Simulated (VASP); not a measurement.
Wanted: the native input for a VASP 6.6.1 run.

* Task: single point
* Functional: PBE
* Potentials or basis: VASP PAW PBE potentials, release 64 (Rb_sv, Na_pv, Te)
* Cutoff: 520 eV
* k mesh: 4 × 4 × 4
* Occupations: gaussian, width 0.1 eV
* Spin: no spin polarisation
* Dipole correction: no
* Further INCAR settings: ALGO = Normal; EDIFF = 1e-06; NBANDS = 30

The structure of RbNa3Te2 lies in POSCAR:

```
RbNa3Te2
1.0
   -3.1876798600      3.1876798600      4.3172508500
    3.1876798600     -3.1876798600      4.3172508500
    3.1876798600      3.1876798600     -4.3172508500
Rb Na Te
1 3 2
Direct
    0.5000000000      0.5000000000      0.0000000000
    0.5000000000      0.0000000000      0.5000000000
    0.0000000000      0.5000000000      0.5000000000
    0.0000000000      0.0000000000      0.0000000000
    0.2284971800      0.2284971800      0.0000000000
    0.7715028200      0.7715028200      0.0000000000
```

The cell was built from a structure type or drawn by symmetry, and may not be a known phase.

These files were run (other wordings do the same):

INCAR

```
SYSTEM = RbNa3Te2
PREC = Accurate
ENCUT = 520
EDIFF = 1E-6
ISMEAR = 0
SIGMA = 0.1
LREAL = .FALSE.
LASPH = .TRUE.
NELM = 60
ALGO = Normal
ISIF = 2
LWAVE = .FALSE.
LCHARG = .TRUE.
GGA = PE
LELF = .TRUE.
LVHAR = .TRUE.
NBANDS = 30
```

KPOINTS

```
Automatic mesh
0
G
  4 4 4
  0 0 0
```

Potentials or basis: VASP PAW PBE potentials, release 64 (Rb_sv, Na_pv, Te).

Command:

```bash
$ cat potpaw_PBE.64/Rb_sv/POTCAR potpaw_PBE.64/Na_pv/POTCAR potpaw_PBE.64/Te/POTCAR > POTCAR
$ mpirun -np 1 vasp_std > vasp.out
```

Results of the run:

| Property | Result |
| --- | --- |
| Pressure | 31.0 GPa |
| Largest force | 2.800 eV/Å |
| Band gap on the k mesh | zero (bands 21 and 22 overlap by 0.51 eV) |

Caveat: atoms lie so close that the PAW spheres overlap strongly, which falsifies energies and pressures; the cell stands under pressure; spin-orbit coupling is left out, which moves the levels of the heavy elements; forces of over 1 eV/Å act on the atoms, so gaps and moduli don't describe the material at rest.

Run time: 45 s on 1 thread of Intel(R) Xeon(R) 6975P-C (Granite Rapids) (shared host), peak memory 0.33 GiB.
